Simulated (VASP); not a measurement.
# Zn (P6/mmm) in VASP: further runs

Zn is run at these levels: revPBE; tasks: single point.

Everything below comes from runs of VASP 6.6.1. Logs are shortened: lines on timing, memory, paths and dates and some standing lists are left out, and cuts for length are marked.

**1. The cell of the first run**

It takes space group P6/mmm (No. 191, hexagonal). The conventional cell has a = 4.349 Å, b = 4.349 Å, c = 2.601 Å, α = 90.00°, β = 90.00°, γ = 120.00°. Zn (site symmetry 6/mmm) has 14 Zn at 2.60 to 2.83 Å within 3.4 Å. Zn (site symmetry -6m2) has 11 Zn at 2.51 to 2.83 Å within 3.3 Å.

**2. Single point, revPBE (volume scaled by 0.88)**

INCAR

```
PREC = Accurate
ENCUT = 520
EDIFF = 1E-7
ISMEAR = -1
SIGMA = 0.1
LREAL = F
LASPH = T
NELM = 100
ALGO = Normal
ISIF = 2
LWAVE = F
LCHARG = F
GGA = RE
NBANDS = 25
```

KPOINTS

```
regular mesh
0
Gamma
  9 9 13
```

POSCAR

```
Zn
1.0
    4.3487759457      0.0000000000      0.0000000000
   -2.1743879728      3.7661504443      0.0000000000
    0.0000000000      0.0000000000      2.6013207468
Zn
3
Direct
    0.0000000000      0.0000000000      1.0000000000
    0.3333333333      0.6666666667      0.5000000000
    0.6666666667      0.3333333333      0.5000000000
```

Potentials or basis: VASP PAW PBE potentials, release 64 (Zn).

Started as:

```sh
cat potpaw_PBE.64/Zn/POTCAR > POTCAR
mpirun -np 1 vasp_std > vasp.out
```

OUTCAR:

```text
PREC = Accurate
   ENCUT = 520
   EDIFF = 1E-7
   ISMEAR = -1
   LREAL = F
   LASPH = T
   NELM = 100
   ISIF = 2
   GGA = RE

 ion  position               nearest neighbor table
   1  0.000  0.000  0.000-   2 2.83   3 2.83   2 2.83   3 2.83   2 2.83   2 2.83   3 2.83   3 2.83
                             3 2.83   3 2.83   2 2.83   2 2.83
   2  0.333  0.667  0.500-   3 2.51   3 2.51   3 2.51   1 2.83   1 2.83   1 2.83   1 2.83   1 2.83
                             1 2.83
   3  0.667  0.333  0.500-   2 2.51   2 2.51   2 2.51   1 2.83   1 2.83   1 2.83   1 2.83   1 2.83
                             1 2.83

  LATTYP: Found a hexagonal cell.
 ALAT       =     4.3487759457
 C/A-ratio  =     0.5981730904

  Lattice vectors:

 A1 = (   4.3487759457,   0.0000000000,   0.0000000000)
 A2 = (  -2.1743879728,   3.7661504443,   0.0000000000)
 A3 = (   0.0000000000,   0.0000000000,   2.6013207468)

Analysis of symmetry for initial positions (statically):
=====================================================================
 Subroutine PRICEL returns:
 Original cell was already a primitive cell.

 Routine SETGRP: Setting up the symmetry group for a
 hexagonal supercell.

 Subroutine GETGRP returns: Found 24 space group operations
 (whereof 24 operations were pure point group operations)
 out of a pool of 24 trial point group operations.

The static configuration has the point symmetry D_6h.

Analysis of symmetry for dynamics (positions and initial velocities):
=====================================================================
 Subroutine PRICEL returns:
 Original cell was already a primitive cell.

 Routine SETGRP: Setting up the symmetry group for a
 hexagonal supercell.

 Subroutine GETGRP returns: Found 24 space group operations
 (whereof 24 operations were pure point group operations)
 out of a pool of 24 trial point group operations.

The dynamic configuration has the point symmetry D_6h.

 Subroutine INISYM returns: Found 24 space group operations
 (whereof 24 operations are pure point group operations),
 and found     1 'primitive' translations

----------------------------------------------------------------------------------------

                                     Primitive cell

  volume of cell :      42.6048

  direct lattice vectors                    reciprocal lattice vectors
     4.348775946  0.000000000  0.000000000     0.229949763  0.132761558  0.000000000
[... 84 lines left out ...]
   LSORBIT =      F    spin-orbit coupling
   LASPH  =      T    aspherical Exc in radial PAW
   ENCUT  =  520.0 eV  38.22 Ry    6.18 a.u.   8.09  8.09  4.84*2*pi/ulx,y,z
   NELM   =    100;   NELMIN=  2; NELMDL= -5     # of ELM steps
   EDIFF  = 0.1E-06   stopping-criterion for ELM
   LREAL  =      F    real-space projection
   EDIFFG = 0.1E-05   stopping-criterion for IOM
   NSW    =      0    number of steps for IOM
   IBRION =     -1    ionic relax: 0-MD 1-quasi-New 2-CG
   NFREE  =      0    steps in history (QN), initial steepest desc. (CG)
   ISIF   =      2    stress and relaxation
   ISYM   =      2    0-nonsym 1-usesym 2-fastsym
   POTIM  = 0.5000    time-step for ionic-motion
   TEBEG  =    0.0;   TEEND  =   0.0 temperature during run
   PSTRESS=    0.0 pullay stress
   NELECT =      36.0000    total number of electrons
   NUPDOWN=      -1.0000    fix difference up-down
   EMIN   =  10.00;   EMAX   =-10.00  energy-range for DOS
   EFERMI =   0.00;   METHOD = LEGACY
   ISMEAR =    -1;   SIGMA  =   0.10  broadening in eV -4-tet -1-fermi 0-gaus
   EFERMI_NEDOS =   21; number of points for ismear=-14 and -15
   IALGO  =     38    algorithm
   IMIX   =      4    mixing-type and parameters
     AMIX     =   0.40;   BMIX     =  1.00
     AMIX_MAG =   1.60;   BMIX_MAG =  1.00
  volume/ion in A,a.u.               =      14.20        95.84
  Fermi-wavevector in a.u.,A,eV,Ry     =   1.547710  2.924747 32.591462  2.395405
  Thomas-Fermi vector in A             =   2.652764
   LORBIT       =      0    0 simple, 1 ext, 2 COOP (PROOUT), +10 PAW based schemes
   GGA     = RE    functional components
   LHFCALC =     F    Hartree Fock is set to
   AEXX    =    0.0000 exact exchange contribution
   IVDW    =     0    specifies the selected vdW correction
   LEPSILON=     F    determine dielectric tensor
   LRPA    =     F    only Hartree local field effects (RPA)
 non-spin polarized calculation
  energy-cutoff  :      520.00
  volume of cell :       42.60
 maximum number of plane-waves:      1167
   NGX = 17   NGY = 17   NGZ =  9

 number of electron      35.9999978 magnetization

 Free energy of the ion-electron system (eV)
  ---------------------------------------------------
  ext. energy  EPLUGINS =         0.00000000
  ---------------------------------------------------
  free energy    TOTEN  =        -2.01600017 eV

  energy without entropy =       -1.99230900  energy(sigma->0) =       -2.00415458

 E-fermi :   3.9041     XC(G=0): -11.8221

 val. band max:        3.8198809632   @ k =   0.3333   0.0000   0.2308
 cond. band min:       3.9275773385   @ k =   0.3333   0.3333   0.4615
 fundamental gap:      0.1076963752
 Fermi energy:         3.9041037285

 k-point     1 :       0.0000    0.0000    0.0000
  band No.  band energies     occupation
      1      -7.2179      2.00000
      2      -4.9018      2.00000
      3      -4.3710      2.00000
      4      -4.2846      2.00000
      5      -4.2568      2.00000
      6      -4.2568      2.00000
[... 661 lines left out ...]
     24      16.4374      0.00000
     25      17.4215      0.00000

 [... further k-points ...]

------------------------ aborting loop because EDIFF is reached ----------------------------------------

  FORCE on cell =-STRESS in cart. coord.  units (eV):
  Direction    XX          YY          ZZ          XY          YZ          ZX
  --------------------------------------------------------------------------------------
  -------------------------------------------------------------------------------------
  Total        2.5728574      2.5728574      3.0820746      0.0000000     -0.0000000      0.0000000
  in kB       96.7537243     96.7537243    115.9031211      0.0000000     -0.0000000      0.0000000
  external PRESSURE =     103.1368565 kB  Pullay stress =       0.0000000 kB

 VOLUME and BASIS-vectors are now :
 -----------------------------------------------------------------------------
  energy-cutoff  :      520.00
  volume of cell :       42.60
      direct lattice vectors                 reciprocal lattice vectors
     4.348775946  0.000000000  0.000000000     0.229949763  0.132761558  0.000000000
    -2.174387973  3.766150444  0.000000000     0.000000000  0.265523116  0.000000000
     0.000000000  0.000000000  2.601320747     0.000000000  0.000000000  0.384420107

 POSITION                                       TOTAL-FORCE (eV/Angst)
 -----------------------------------------------------------------------------------
      0.00000      0.00000      0.00000         0.000000      0.000000      0.000000
     -0.00000      2.51077      1.30066         0.000000      0.000000      0.000000
      2.17439      1.25538      1.30066        -0.000000      0.000000      0.000000
 -----------------------------------------------------------------------------------
    total drift:                               -0.000000      0.000000     -0.000000

  FREE ENERGIE OF THE ION-ELECTRON SYSTEM (eV)
  ---------------------------------------------------
  free  energy   TOTEN  =        -2.0160001653 eV

  energy  without entropy=       -1.9923090041  energy(sigma->0) =       -2.00415458
```

OSZICAR:

```text
N       E                     dE             d eps       ncg     rms          rms(c)
DAV:   1     0.194861531042E+03    0.19486E+03   -0.18261E+04  4376   0.233E+03
DAV:   2     0.771675680495E+01   -0.18714E+03   -0.18112E+03  4264   0.360E+02
DAV:   3    -0.221955067153E+01   -0.99363E+01   -0.98617E+01  4679   0.945E+01
DAV:   4    -0.230663434939E+01   -0.87084E-01   -0.87048E-01  4897   0.920E+00
DAV:   5    -0.230675902280E+01   -0.12467E-03   -0.12467E-03  4821   0.301E-01    0.586E+00
DAV:   6    -0.203345023584E+01    0.27331E+00   -0.11695E+00  4935   0.204E+01    0.433E+00
DAV:   7    -0.202156446100E+01    0.11886E-01   -0.42962E-02  4915   0.303E+00    0.213E+00
DAV:   8    -0.201596689971E+01    0.55976E-02   -0.23512E-03  6123   0.146E+00    0.573E-02
DAV:   9    -0.201598234959E+01   -0.15450E-04   -0.59743E-04  6112   0.644E-01    0.399E-02
DAV:  10    -0.201600255402E+01   -0.20204E-04   -0.86051E-05  5369   0.125E-01    0.160E-02
DAV:  11    -0.201600068670E+01    0.18673E-05   -0.26438E-05  4585   0.185E-01    0.541E-03
DAV:  12    -0.201600016751E+01    0.51919E-06   -0.29407E-06  4875   0.731E-02    0.177E-03
DAV:  13    -0.201600016534E+01    0.21728E-08   -0.57165E-07  4457   0.147E-02
   1 F= -.20160002E+01 E0= -.20041546E+01  d E =-.236912E-01
```

It took 35 s on 1 thread of Intel Xeon 6975P-C (Granite Rapids), shared host; peak memory 0.19 GiB.

Results:

- Free energy: -2.0160 eV
- Pressure: 10.3 GPa
- Band gap on the k mesh: zero (band 18 reaches 8.07 eV, above the bottom of band 19 at 2.87 eV)

Levels at points of the mesh, in eV from the Fermi level:
| k point | band 16 | band 17 | band 18 | band 19 | band 20 | band 21 |
| --- | --- | --- | --- | --- | --- | --- |
| (0.00, 0.00, 0.00) | -7.26 | 0.48 | 0.48 | 0.52 | 0.52 | 1.00 |

Caveat: the PAW data sets were made with another functional, which shifts forces and pressure a little.

**3. Single point, revPBE (volume scaled by 0.92)**

INCAR

```
SYSTEM = Zn
ALGO     = Normal         ! electronic algorithm
EDIFF    = 1E-6           ! SCF threshold, eV
ENCUT    = 520            ! plane-wave cutoff, eV
GGA      = RE             ! functional
ISIF     = 2              ! what is computed and relaxed
ISMEAR   = -1             ! smearing method
LASPH    = .True.         ! aspherical terms in the spheres
LCHARG   = .False.        ! write CHGCAR
LREAL    = .False.        ! projectors in reciprocal space
LWAVE    = .False.        ! write WAVECAR
NBANDS   = 25             ! bands
NELM     = 80             ! most SCF steps
PREC     = Accurate       ! precision mode
SIGMA    = 0.1            ! smearing width, eV
```

KPOINTS

```
k-points
0
Gamma
  9 9 13
  0 0 0
```

POSCAR

```
Zn
1.0
    4.4136926200      0.0000000000      0.0000000000
   -2.2068463100      3.8223699334      0.0000000000
    0.0000000000      0.0000000000      2.6401521545
Zn
3
Direct
    0.0000000000      0.0000000000      1.0000000000
    0.3333333333      0.6666666667      0.5000000000
    0.6666666667      0.3333333333      0.5000000000
```

Potentials or basis: VASP PAW PBE potentials, release 64 (Zn).

Started as:

```sh
cat potpaw_PBE.64/Zn/POTCAR > POTCAR
mpirun -np 1 vasp_std > vasp.out
```

Run time: 37 s. Hardware: 1 thread of Intel Xeon 6975P-C (Granite Rapids), shared host; peak memory 0.2 GiB.

Results (log left out):

| Property | Result |
| --- | --- |
| Free energy | -2.1137 eV |
| Pressure | 5.9 GPa |
| Band gap on the k mesh | zero (band 18 reaches 7.64 eV, above the bottom of band 19 at 2.45 eV) |

Stress tensor (GPa, compression positive):
```
5.39 0.00 0.00
0.00 5.39 0.00
0.00 0.00 7.05
```

Levels at points of the mesh, in eV from the Fermi level:
| k point | band 14 | band 15 | band 16 | band 17 | band 18 | band 19 | band 20 | band 21 | band 22 | band 23 |
| --- | --- | --- | --- | --- | --- | --- | --- | --- | --- | --- |
| (0.00, 0.00, 0.00) | -7.53 | -7.15 | -7.15 | 0.54 | 0.54 | 0.59 | 0.59 | 0.87 | 1.03 | 10.26 |

Caveat: the PAW data sets were made with another functional, which shifts forces and pressure a little.

**4. Single point, revPBE (volume scaled by 0.96)**

INCAR

```
SYSTEM = Zn
PREC     = Accurate       ! precision mode
ENCUT    = 520            ! plane-wave cutoff, eV
EDIFF    = 1E-6           ! SCF threshold, eV
ISMEAR   = -1             ! smearing method
SIGMA    = 0.1            ! smearing width, eV
LREAL    = .FALSE.        ! projectors in reciprocal space
LASPH    = .TRUE.         ! aspherical terms in the spheres
NELM     = 100            ! most SCF steps
ALGO     = Normal         ! electronic algorithm
ISIF     = 2              ! what is computed and relaxed
LWAVE    = .FALSE.        ! write WAVECAR
LCHARG   = .FALSE.        ! write CHGCAR
GGA      = RE             ! functional
NBANDS   = 25             ! bands
```

KPOINTS

```
Automatic mesh
0
G
  9 9 13
  0 0 0
```

POSCAR

```
Zn
1.0
    4.4767538916      0.0000000000      0.0000000000
   -2.2383769458      3.8769825966      0.0000000000
    0.0000000000      0.0000000000      2.6778737102
Zn
3
Direct
    0.0000000000      0.0000000000      1.0000000000
    0.3333333333      0.6666666667      0.5000000000
    0.6666666667      0.3333333333      0.5000000000
```

Started as:

```sh
cat potpaw_PBE.64/Zn/POTCAR > POTCAR
mpirun -np 1 vasp_std > vasp.out
```

Wall time 34 s (1 thread of Intel Xeon 6975P-C (Granite Rapids), shared host); peak memory 0.21 GiB.

It converged, with:

| Quantity | Value |
| --- | --- |
| Free energy | -2.1654 eV |
| Pressure | 2.7 GPa |
| Band gap on the k mesh | zero (band 18 reaches 7.23 eV, above the bottom of band 19 at 2.06 eV) |

Stress tensor (GPa, compression positive):
```
2.21 0.00 0.00
0.00 2.21 0.00
0.00 0.00 3.62
```

Levels at points of the mesh, in eV from the Fermi level:
| k point | band 14 | band 15 | band 16 | band 17 | band 18 | band 19 | band 20 | band 21 | band 22 | band 23 |
| --- | --- | --- | --- | --- | --- | --- | --- | --- | --- | --- |
| (0.00, 0.00, 0.00) | -7.41 | -7.06 | -7.06 | 0.59 | 0.59 | 0.64 | 0.64 | 0.74 | 0.91 | 10.03 |

Caveat: the PAW data sets were made with another functional, which shifts forces and pressure a little.

**5. The runs side by side**

| cell | gap on the mesh (eV) | pressure (GPa) |
| --- | --- | --- |
| a = 4.349, b = 4.349, c = 2.601 Å, angles 90.0, 90.0, 120.0°, 3 atoms | none | 10.3 |
| a = 4.414, b = 4.414, c = 2.640 Å, angles 90.0, 90.0, 120.0°, 3 atoms | none | 5.9 |
| a = 4.477, b = 4.477, c = 2.678 Å, angles 90.0, 90.0, 120.0°, 3 atoms | none | 2.7 |

Alike in all rows: task single point; level revPBE; potentials or basis VASP PAW PBE potentials, release 64 (Zn); no spin polarisation; k mesh 9 × 9 × 13; cutoff (eV) 520; smearing fermi-dirac 0.1 eV.

Caveats: the PAW data sets were made with another functional, which shifts forces and pressure a little.

Absolute energies hang on the potentials; compare differences alone.
